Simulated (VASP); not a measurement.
Input of a VASP 6.6.1 run:

Contents of INCAR:

```
SYSTEM = Ba3CaF8
PREC = Accurate
ENCUT = 520
EDIFF = 1E-6
ISMEAR = -1
SIGMA = 0.02
LREAL = .False.
LASPH = .True.
NELM = 100
ALGO = Normal
ISIF = 2
LWAVE = .False.
LCHARG = .False.
GGA = PE
NBANDS = 60
```

File KPOINTS:

```
Automatic mesh
0
Gamma
  4 4 6
  0 0 0
```

File POSCAR:

```
Ba3CaF8
1.0
    4.2281835061     -6.0378116682      0.0000000000
    4.2281835061      6.0378116682      0.0000000000
    0.0000000000      0.0000000000      4.2687740207
Ba F Ca
3 8 1
Direct
    0.0000000000      0.0000000000      0.0000000000
    0.5000000000      0.0000000000      0.5000000000
    0.0000000000      0.5000000000      0.5000000000
    0.3873347249      0.6126652751      0.5000000000
    0.1248599582      0.8751400418      0.5000000000
    0.8484087493      0.6122110670      0.0000000000
    0.6122110670      0.8484087493      0.0000000000
    0.3877889330      0.1515912507      0.0000000000
    0.1515912507      0.3877889330      0.0000000000
    0.8751400418      0.1248599582      0.5000000000
    0.6126652751      0.3873347249      0.5000000000
    0.5000000000      0.5000000000      0.0000000000
```

Potentials or basis: VASP PAW PBE potentials, release 64 (Ba_sv, F, Ca_sv).

Launch:

```bash
$ cat potpaw_PBE.64/Ba_sv/POTCAR potpaw_PBE.64/F/POTCAR potpaw_PBE.64/Ca_sv/POTCAR > POTCAR
$ mpirun -np 1 vasp_std > vasp.out
```

Predict the largest force.

0.019 eV/Å.

Estimate the band gap on the k mesh.

6.17 eV (least direct gap 6.17 eV).

Predict the pressure.

2.8 GPa.

Forces in eV/Å, atoms in the order of the input:
```
Ba   0.000  0.000  0.000
Ba   0.000  0.000  0.000
Ba   0.000  0.000  0.000
F    0.000 -0.019  0.000
F    0.000 -0.007  0.000
F   -0.006 -0.003  0.000
F   -0.006  0.003  0.000
F    0.006 -0.003  0.000
F    0.006  0.003  0.000
F    0.000  0.007  0.000
F    0.000  0.019  0.000
Ca   0.000  0.000  0.000
```

Caveat: spin-orbit coupling is left out, which moves the levels of the heavy elements. A k mesh can miss the band edges.
